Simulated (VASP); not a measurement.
Set up this calculation in VASP 6.6.1, as the native input.

* Task: single point
* Functional: LDA
* Potentials or basis: VASP PAW LDA potentials, release 64 (Be, Te)
* Cutoff: 520 eV
* k mesh: 8 × 8 × 8
* Occupations: gaussian, width 0.05 eV
* Spin: no spin polarisation
* Dipole correction: no
* Further INCAR settings: ALGO = Normal; EDIFF = 1e-06; NBANDS = 11

The structure of BeTe lies in POSCAR:

```
BeTe
1.0
    0.0000000000      2.7700000000      2.7700000000
    2.7700000000      0.0000000000      2.7700000000
    2.7700000000      2.7700000000      0.0000000000
Be Te
1 1
Direct
    0.0000000000      0.0000000000      0.0000000000
    0.7500000000      0.7500000000      0.7500000000
```

These files were run (other wordings do the same):

INCAR

```
PREC     = Accurate       # precision mode
ENCUT    = 520            # plane-wave cutoff, eV
EDIFF    = 1E-6           # SCF threshold, eV
ISMEAR   = 0              # smearing method
SIGMA    = 0.05           # smearing width, eV
LREAL    = F              # projectors in reciprocal space
LASPH    = T              # aspherical terms in the spheres
NELM     = 60             # most SCF steps
ALGO     = Normal         # electronic algorithm
ISIF     = 2              # what is computed and relaxed
LWAVE    = F              # write WAVECAR
LCHARG   = F              # write CHGCAR
NBANDS   = 11             # bands
```

KPOINTS

```
Automatic mesh
0
Gamma
  8 8 8
```

Potentials or basis: VASP PAW LDA potentials, release 64 (Be, Te).

The run is started by

```sh
$ cat potpaw_LDA.64/Be/POTCAR potpaw_LDA.64/Te/POTCAR > POTCAR
$ mpirun -np 1 vasp_std > vasp.out
```

It gave:

```
Pressure               : 0.8 GPa
Band gap on the k mesh : 1.75 eV, indirect (least direct gap 3.54 eV)
```

Caveat: spin-orbit coupling is left out, which moves the levels of the heavy elements.

It took 7 s on 1 thread of AMD EPYC 9R45 96-Core Processor (Zen 5), on a shared host, peak memory 0.12 GiB.
